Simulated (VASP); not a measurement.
Write the native input for VASP 6.6.1 that does the following.

```
Task                   : single point
Functional             : PBE
Potentials or basis    : VASP PAW PBE potentials, release 64 (Mg, O)
Cutoff                 : 520 eV
k mesh                 : 10 × 10 × 10
Occupations            : fermi-dirac, width 0.02 eV
Spin                   : no spin polarisation
Dipole correction      : no
Further INCAR settings : ALGO = Normal; EDIFF = 1e-06; NBANDS = 11
```

The structure of MgO lies in POSCAR:

```
MgO
1.0
    0.0000000000      2.1862541121      2.0560504775
    2.1862541121      0.0000000000      2.0560504775
    2.1862541121      2.1862541121      0.0000000000
Mg O
1 1
Direct
    0.0000000000      0.0000000000      0.0000000000
    0.5000000000      0.5000000000      0.5000000000
```

This cell differs from its parent crystal: epitaxial xy strain +4.0%.

One way to write it, as run:

INCAR

```
PREC = Accurate ; ENCUT = 520
EDIFF = 1E-6 ; ISMEAR = -1
SIGMA = 0.02 ; LREAL = False
LASPH = True ; NELM = 60
ALGO = Normal ; ISIF = 2
LWAVE = False ; LCHARG = True
GGA = PE ; LELF = True
LVHAR = True ; NBANDS = 11
```

KPOINTS

```
regular mesh
0
Gamma
  10 10 10
```

Potentials or basis: VASP PAW PBE potentials, release 64 (Mg, O).

Run with:

```console
$ cat potpaw_PBE.64/Mg/POTCAR potpaw_PBE.64/O/POTCAR > POTCAR
$ mpirun -np 1 vasp_std > vasp.out
```

It gave:

```
Pressure               : -2.6 GPa
Band gap on the k mesh : 4.18 eV, direct
```

Caveat: the cell differs from its parent crystal (epitaxial xy strain +4.0%).

Run time: 35 s on 1 thread of AMD EPYC 7R13 Processor (Zen 3) (shared host), peak memory 0.12 GiB.
